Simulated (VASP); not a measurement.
Set up this calculation in VASP 6.6.1, as the native input.

```yaml
Task: single point
Functional: PBE
Potentials_or_basis: VASP PAW PBE potentials, release 64 (In_d, W_sv, Se)
Cutoff: 500 eV
k_mesh: 6 × 6 × 6
Occupations: gaussian, width 0.1 eV
Spin: no spin polarisation
Dipole_correction: no
Further_INCAR_settings: ALGO = Normal; EDIFF = 1e-06; NBANDS = 30
```

The structure of InWSe3 lies in POSCAR:

```
InWSe3
1.0
    2.7647173300      1.5962103000      5.8483969500
   -2.7647173300      1.5962103000      5.8483969500
    0.0000000000     -3.1924205900      5.8483969500
In W Se
1 1 3
Direct
    0.0000000000      0.0000000000      0.0000000000
    0.5000000000      0.5000000000      0.5000000000
    0.0000000000      0.0000000000      0.5000000000
    0.5000000000      0.0000000000      0.0000000000
    0.0000000000      0.5000000000      0.0000000000
```

One way to write it, as run:

INCAR

```
ALGO = Normal ; EDIFF = 1E-6
ENCUT = 500 ; GGA = PE
GGA_COMPAT = F ; ISIF = 2
ISMEAR = 0 ; LASPH = T
LCHARG = F ; LREAL = F
LWAVE = F ; NBANDS = 30
NELM = 120 ; PREC = Accurate
SIGMA = 0.1
```

KPOINTS

```
k-points
0
Gamma
  6 6 6
```

Potentials or basis: VASP PAW PBE potentials, release 64 (In_d, W_sv, Se).

Launch:

```bash
$ cat potpaw_PBE.64/In_d/POTCAR potpaw_PBE.64/W_sv/POTCAR potpaw_PBE.64/Se/POTCAR > POTCAR
$ mpirun -np 1 vasp_std > vasp.out
```

Results of the run:

* Pressure: -0.8 GPa

Wall time 3.1 min on 1 thread of Intel(R) Xeon(R) Platinum 8375C CPU @ 2.90GHz (Ice Lake), with other jobs on the host, peak memory 0.43 GiB.
